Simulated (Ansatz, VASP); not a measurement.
# One calculation of PbSe, two programs

File INCAR:

```
SYSTEM = PbSe
  PREC = Accurate
  ENCUT = 520
  EDIFF = 1E-7
  ISMEAR = -1
  SIGMA = 0.01
  LREAL = .False.
  LASPH = .True.
  NELM = 150
  ALGO = Normal
  ISIF = 2
  LWAVE = .False.
  LCHARG = .False.
  MAGMOM = 0 0 0 0 0 0
  LORBIT = 11
  LSORBIT = .True.
  GGA_COMPAT = .False.
  LORBMOM = .True.
  GGA = PS
  NBANDS = 32
```

KPOINTS

```
regular mesh
0
Gamma
  12 12 12
  0 0 0
```

The input POSCAR:

```
PbSe
1.0
    0.0000000000      3.0514739670      3.0362165972
    3.0514739670      0.0000000000      3.0362165972
    3.0514739670      3.0514739670      0.0000000000
Pb Se
1 1
Direct
    0.0000000000      0.0000000000      0.0000000000
    0.5000000000      0.5000000000      0.5000000000
```

Input for Ansatz:

```yaml
crystal:
  lattice:
    - [0.0, 3.05147396705, 3.03621659722]
    - [3.05147396705, 0.0, 3.03621659722]
    - [3.05147396705, 3.05147396705, 0.0]
  atoms:
    - { symbol: Pb, position: [0.0, 0.0, 0.0] }
    - { symbol: Se, position: [0.5, 0.5, 0.5] }
kpoints:
  mp_grid: { grid: [12, 12, 12] }
scf:
  occupations: { method: fermi_dirac, width: 0.01 }
  convergence: { dr2_threshold: 1.0e-10 }
hamiltonian:
  xc: pbesol
  pseudopotentials: { kind: all_electron, lapw: { basis_error: 0.0005 } }
magnetization:
  noncollinear: true
  spin_orbit: true
output:
  forces: true
  stress: true
  eigenstates:
    kpoints:
      - [0.0, 0.0, 0.0]
      - [0.0, -0.5, 0.0]
      - [-0.5, 0.0, 0.0]
      - [0.0, 0.0, -0.5]
      - [-0.5, -0.5, -0.5]
      - [0.0, -0.20029925, 0.200299234]
      - [-0.20029925, 0.0, 0.200299234]
      - [-0.20029925, 0.200299234, 0.0]
      - [-0.20029925, -0.400598485, -0.20029925]
      - [-0.20029925, -0.20029925, -0.400598485]
      - [-0.400598485, -0.20029925, -0.20029925]
      - [-0.5, 0.0, -0.5]
      - [0.0, -0.5, -0.5]
      - [-0.5, -0.5, 0.0]
  eigenvalues: true
```

Change from the starting cell: z stretched by -0.5 %, x and y held.

Alike in both runs: task single point; functional PBEsol; k mesh 12 × 12 × 12; occupations fermi-dirac, width 0.01 eV; non-collinear spin, spin-orbit coupling.

|  | VASP | Ansatz |
| --- | --- | --- |
| version | VASP 6.6.1 | Ansatz 0.2.0 |
| potentials or method | VASP PAW PBE potentials, release 64 (Pb_d, Se), cutoff 520 eV | all-electron LAPW |

Ansatz gave:

```
pressure (GPa)                                                : -0.1
traceless stress, the component that is largest in VASP (GPa) : 0.40
```

Q: What did VASP give for the same quantities?

A: Pressure (GPa): 0.0; traceless stress, the component that is largest in VASP (GPa): 0.41.

VASP's potentials were made for PBE, not for PBEsol. Ansatz ran all-electron here, and VASP with PAW potentials.
